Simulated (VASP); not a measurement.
**Ta2Si2O: single point with PBE**

The system is Ta2Si2O.

```
Ta Si O
1.0
    -1.96422    1.96422    4.58781
     1.96422   -1.96422    4.58781
     1.96422    1.96422   -4.58781
Ta Si O
2 2 1
Direct
  0.25000 0.75000 0.50000
  0.75000 0.25000 0.50000
  0.63250 0.63250 0.00000
  0.36750 0.36750 0.00000
  0.00000 0.00000 0.00000
```

```json
{
 "Program": "VASP 6.6.1",
 "Task": "single point",
 "Functional": "PBE",
 "Potentials or basis": "VASP PAW PBE potentials, release 64 (Ta_pv, Si, O)",
 "Cutoff": "520 eV",
 "k mesh": "6 × 6 × 6",
 "Occupations": "gaussian, width 0.1 eV",
 "Spin": "no spin polarisation",
 "Dipole correction": "no",
 "Further INCAR settings": "ALGO = Normal; EDIFF = 1e-07; NBANDS = 26"
}
```

```yaml
Pressure: 69.0 GPa
Largest_force: 8.601 eV/Å
Band_gap_on_the_k_mesh: zero (band 18 reaches 6.92 eV, above the bottom of band 19 at 6.21 eV)
```

Forces in eV/Å, atoms in the order of the input:
```
Ta   0.000  0.000  0.000
Ta   0.000  0.000  0.000
Si   0.000  0.000 -8.601
Si   0.000  0.000  8.601
O    0.000  0.000  0.000
```

Stress tensor (GPa, compression positive):
```
88.19  0.00  0.00
 0.00 88.19  0.00
 0.00  0.00 30.53
```

Levels at points of the mesh, in eV from the Fermi level:
```tsv
k point	band 14	band 15	band 16	band 17	band 18	band 19	band 20	band 21	band 22	band 23
(0.00, 0.00, 0.00)	-3.29	-0.53	-0.53	0.53	0.53	1.68	2.13	2.39	4.34	4.60
(0.50, 0.00, 0.00)	-2.32	-1.69	-1.21	-1.02	-0.63	0.04	0.50	0.81	1.41	1.97
(0.50, 0.50, 0.00)	-2.58	-0.86	-0.82	-0.69	-0.49	0.53	1.17	1.61	3.05	3.18
(0.50, 0.50, 0.50)	-2.58	-2.37	-2.37	-0.63	0.16	0.16	0.75	4.58	4.75	5.07
```

Run time: 56 s on 1 thread of Intel(R) Xeon(R) 6975P-C (Granite Rapids), with other jobs on the host, peak memory 0.25 GiB.

Caveat: the k points lie up to 0.38 Å⁻¹ apart; spin-orbit coupling is left out, which moves the levels of the heavy elements; forces of over 1 eV/Å act on the atoms, so gaps and moduli don't describe the material at rest.
